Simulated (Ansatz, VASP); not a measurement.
**Two plane-wave programs on Al4Pt**

Contents of INCAR:

```
SYSTEM = Al4Pt
PREC = Accurate ; ENCUT = 600
EDIFF = 1E-6 ; ISMEAR = 0
SIGMA = 0.1 ; LREAL = .FALSE.
LASPH = .TRUE. ; NELM = 60
ALGO = Normal ; ISIF = 3
LWAVE = .FALSE. ; LCHARG = .FALSE.
GGA = PE ; IBRION = 2
NSW = 100 ; EDIFFG = -0.01
```

File KPOINTS:

```
Automatic mesh
0
G
  8 8 8
  0 0 0
```

POSCAR

```
Al4Pt
1.0
    4.7751059444      0.0000000000      0.0000000000
    0.0000000000      4.7751059444      0.0000000000
    0.0000000000      0.0000000000      4.7751059444
Al Pt
4 1
Direct
    0.0000000000      0.5000000000      0.5000000000
    0.5000000000      0.5000000000      0.0000000000
    0.5000000000      0.0000000000      0.5000000000
    0.0000000000      0.0000000000      0.0000000000
    0.5000000000      0.5000000000      0.5000000000
```

Input for Ansatz:

```yaml
crystal:
  lattice:
    - [4.7751059444, 0.0, 0.0]
    - [0.0, 4.7751059444, 0.0]
    - [0.0, 0.0, 4.7751059444]
  atoms:
    - { symbol: Al, position: [0.0, 0.5, 0.5] }
    - { symbol: Al, position: [0.5, 0.5, 0.0] }
    - { symbol: Al, position: [0.5, 0.0, 0.5] }
    - { symbol: Al, position: [0.0, 0.0, 0.0] }
    - { symbol: Pt, position: [0.5, 0.5, 0.5] }
basis:
  ecutwfc: 420
kpoints:
  mp_grid: { grid: [8, 8, 8] }
hamiltonian:
  xc: pbe
scf:
  occupations: { method: gaussian, width: 0.1 }
output:
  forces: true
  stress: true
  eigenvalues: true
  write_density: true
  write_potential: true
  elf: true
  volumetric_format: npy
relax:
  adjacent_minimum: "off"
  f_tol: 0.01
  max_steps: 80
  cell: { stress_tol: 0.05 }
```

Change from the starting cell: species swapped into the Fe4N type (Pm-3m, No. 221).

Alike in both runs: task relaxation of cell and atoms; functional PBE; k mesh 8 × 8 × 8; occupations gaussian, width 0.1 eV; no spin polarisation.

```csv
,VASP,Ansatz
version,VASP 6.6.1,Ansatz 0.2.0
potentials or method,"VASP PAW PBE potentials, release 64 (Al, Pt), cutoff 600 eV","scalar-relativistic, plane waves, PAW"
valence electrons in the cell,22,30
```

VASP gave:

- gap on the k mesh at the Fermi level, each at its own relaxed structure (eV): none
- relaxed volume (Å³/atom): 21.86
- relaxed cell length with the largest relative difference (Å): 4.781

**Question.** What did Ansatz give for the same quantities?

**Answer.** gap on the k mesh at the Fermi level, each at its own relaxed structure (eV): none; relaxed volume (Å³/atom): 21.87; relaxed cell length with the largest relative difference (Å): 4.782.

A gap of «none» marks a metal or a gap that the smearing closes. VASP's potentials hold 22 valence electrons a cell and Ansatz's 30, so a difference there can come from the potentials and not from the codes.

Spin-orbit coupling is off throughout.
